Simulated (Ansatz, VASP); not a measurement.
**Ru4C in VASP and in Ansatz**

```
Ru C
1.0
     2.67406    0.00000    0.00000
    -1.33703    2.31580    0.00000
     0.00000    0.00000   23.26220
Ru C
4 1
Direct
  0.66667 0.33333 0.17195
  0.33333 0.66667 0.26280
  0.66667 0.33333 0.35328
  0.33333 0.66667 0.44115
  0.83333 0.66667 0.58172
```

Alike in both runs: task single point; functional LDA; k mesh 12 × 12 × 1; occupations gaussian, width 0.1 eV; collinear spin.

```csv
,VASP,Ansatz
version,VASP 6.6.1,Ansatz 0.2.0
potentials or method,"VASP PAW LDA potentials, release 64 (Ru_pv, C), cutoff 520 eV","scalar-relativistic, plane waves, PAW"
valence electrons in the cell,60,68
```

```csv
,VASP,Ansatz,Ansatz less VASP
gap on the k mesh at the Fermi level (eV),none,none,-
rms of the force components (eV/Å),0.365,0.363,-0.0022
net moment per atom (μB),0.05,0.05,+0.006
size of the moment on the site where the two differ most (μB),0.11,0.19,+0.083
"work function, face that differs most (eV)",6.13,6.13,+0.002
```

Ansatz warns that its potentials were made for another functional, while VASP's fit it. LDA's correlation is that of Perdew and Zunger in VASP and of Perdew and Wang (1992) in Ansatz. Site moments also hang on the region over which each program counts them. Atom by atom the forces differ by 0.020 eV/Å (rms over components). A gap of «none» marks a metal or a gap that the smearing closes. VASP's potentials hold 60 valence electrons a cell and Ansatz's 68, so a difference there can come from the potentials and not from the codes.
